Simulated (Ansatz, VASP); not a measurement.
# One calculation of B3C2, two programs

Contents of INCAR:

```
  ALGO = Normal
  EDIFF = 1E-6
  ENCUT = 600
  GGA = PE
  GGA_COMPAT = False
  ISIF = 2
  ISMEAR = 0
  ISPIN = 2
  LASPH = True
  LCHARG = False
  LORBIT = 11
  LREAL = False
  LWAVE = False
  MAGMOM = 0 0 0 1 1
  NBANDS = 20
  NELM = 200
  PREC = Accurate
  SIGMA = 0.1
```

KPOINTS

```
k-points
0
Gamma
  6 6 4
```

The input POSCAR:

```
B3C2
1.0
    3.9462724500      0.0000000000      0.0000000000
   -1.9731362300      3.4175721900      0.0000000000
    0.0000000000      0.0000000000      4.3169870600
B C
3 2
Direct
    0.5000000000      0.0000000000      0.0000000000
    0.0000000000      0.5000000000      0.0000000000
    0.5000000000      0.5000000000      0.0000000000
    0.3333333300      0.6666666700      0.0000000000
    0.6666666700      0.3333333300      0.0000000000
```

Input for Ansatz:

```yaml
crystal:
  lattice:
    - [3.94627245, 0.0, 0.0]
    - [-1.97313623, 3.41757219, 0.0]
    - [0.0, 0.0, 4.31698706]
  atoms:
    - { symbol: B, position: [0.5, 0.0, 0.0] }
    - { symbol: B, position: [0.0, 0.5, 0.0] }
    - { symbol: B, position: [0.5, 0.5, 0.0] }
    - { symbol: C, position: [0.33333333, 0.66666667, 0.0], spin: 1.0 }
    - { symbol: C, position: [0.66666667, 0.33333333, 0.0], spin: 1.0 }
basis:
  ecutwfc: 420
kpoints:
  mp_grid: { grid: [6, 6, 4] }
hamiltonian:
  xc: pbe
scf:
  occupations: { method: gaussian, width: 0.1 }
  lower_state_search: "off"
output:
  forces: true
  stress: true
  eigenvalues: true
  populations: true
magnetization:
  spin_polarized: true
```

Alike in both runs: task single point; functional PBE; k mesh 6 × 6 × 4; occupations gaussian, width 0.1 eV; collinear spin.

```csv
,VASP,Ansatz
version,VASP 6.6.1,Ansatz 0.2.0
potentials or method,"VASP PAW PBE potentials, release 64 (B, C), cutoff 600 eV","scalar-relativistic, plane waves, PAW"
valence electrons in the cell,17,17
```

Ansatz gave:

```
gap on the k mesh at the Fermi level (eV)                     : none
net moment per atom (μB)                                      : 0.08
size of the moment on the site where the two differ most (μB) : 0.02
```

Task: Estimate VASP's values.

Result: gap on the k mesh at the Fermi level (eV): none; net moment per atom (μB): 0.08; size of the moment on the site where the two differ most (μB): 0.06.

Site moments also hang on the region over which each program counts them. A gap of «none» marks a metal or a gap that the smearing closes.

The k mesh is coarse, so the values compare programs but aren't converged.
